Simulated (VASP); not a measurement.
Input of a VASP 6.6.1 run:

File POSCAR:

```
TiAl2
1.0
    1.9795500000     -6.0472000000      0.0000000000
    1.9795500000      6.0472000000      0.0000000000
    0.0000000000      0.0000000000      4.0315000000
Ti Al
2 4
Direct
    0.6490000000      0.3510000000      0.0000000000
    0.3510000000      0.6490000000      0.0000000000
    0.0000000000      0.0000000000      0.0000000000
    0.8240000000      0.1760000000      0.5000000000
    0.1760000000      0.8240000000      0.5000000000
    0.5000000000      0.5000000000      0.5000000000
```

Contents of INCAR.step1:

```
PREC     = Accurate       # precision mode
ENCUT    = 520            # plane-wave cutoff, eV
ISMEAR   = 0              # smearing method
SIGMA    = 0.1            # smearing width, eV
LREAL    = F              # projectors in reciprocal space
LASPH    = T              # aspherical terms in the spheres
NELM     = 100            # most SCF steps
NBANDS   = 27             # bands
GGA      = PE             # functional
ALGO     = Normal         # electronic algorithm
EDIFF    = 1E-4           # SCF threshold, eV
LWAVE    = T              # write WAVECAR
LCHARG   = F              # write CHGCAR
```

INCAR.step2

```
PREC     = Accurate       # precision mode
ENCUT    = 520            # plane-wave cutoff, eV
EDIFF    = 1E-6           # SCF threshold, eV
ISMEAR   = 0              # smearing method
SIGMA    = 0.1            # smearing width, eV
LREAL    = F              # projectors in reciprocal space
LASPH    = T              # aspherical terms in the spheres
NELM     = 100            # most SCF steps
ALGO     = Normal         # electronic algorithm
ISIF     = 2              # what is computed and relaxed
LWAVE    = F              # write WAVECAR
LCHARG   = F              # write CHGCAR
METAGGA  = R2SCAN         # meta-GGA
LMIXTAU  = T            
NBANDS   = 27             # bands
ISTART   = 1
```

Contents of KPOINTS:

```
regular mesh
0
Gamma
  5 5 5
```

Potentials or basis: VASP PAW PBE potentials, release 64 (Ti_sv, Al).

Run with:

```bash
$ cat potpaw_PBE.64/Ti_sv/POTCAR potpaw_PBE.64/Al/POTCAR > POTCAR
$ cp INCAR.step1 INCAR
$ mpirun -np 1 vasp_std > vasp.out
$ cp INCAR.step2 INCAR
$ mpirun -np 1 vasp_std > vasp.out
```

Predict the band gap on the k mesh.

zero (bands 18 and 19 overlap by 0.68 eV).

What does it give for the pressure?

-1.8 GPa.

What does it give for the largest force?

1.012 eV/Å.

Stress tensor (GPa, compression positive):
```
-1.98  0.00  0.00
 0.00 -0.15  0.00
 0.00  0.00 -3.27
```

Caveat: the PAW data sets were made with another functional, which shifts forces and pressure a little.
